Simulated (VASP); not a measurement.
A run of VASP 6.6.1 is set up as follows.

INCAR

```
PREC = Accurate
ENCUT = 520
EDIFF = 1E-7
ISMEAR = -1
SIGMA = 0.1
LREAL = False
LASPH = True
NELM = 100
ALGO = Normal
ISIF = 2
LWAVE = False
LCHARG = False
GGA = RE
NBANDS = 12
```

Contents of KPOINTS:

```
Automatic mesh
0
Gamma
  14 14 14
```

POSCAR

```
Sb
1.0
    2.1364508874      1.2334804950      3.8281074744
   -2.1364508874      1.2334804950      3.8281074744
    0.0000000000     -2.4669609899      3.8281074744
Sb
2
Direct
    0.2311082914      0.2311082914      0.2311082914
    0.7688917086      0.7688917086      0.7688917086
```

Potentials or basis: VASP PAW PBE potentials, release 64 (Sb).

The run is started by

```sh
$ cat potpaw_PBE.64/Sb/POTCAR > POTCAR
$ mpirun -np 1 vasp_std > vasp.out
```

**Question.** What does it give for the pressure?

**Answer.** 4.7 GPa.

**Question.** What does it give for the largest force?

**Answer.** 0.551 eV/Å.

**Question.** Predict the band gap on the k mesh.

**Answer.** Zero (band 5 reaches 7.55 eV, above the bottom of band 6 at 7.16 eV).

Forces in eV/Å, atoms in the order of the input:
```
Sb   0.000  0.000  0.551
Sb   0.000  0.000 -0.551
```

Caveat: the PAW data sets were made with another functional, which shifts forces and pressure a little; spin-orbit coupling is left out, which moves the levels of the heavy elements.
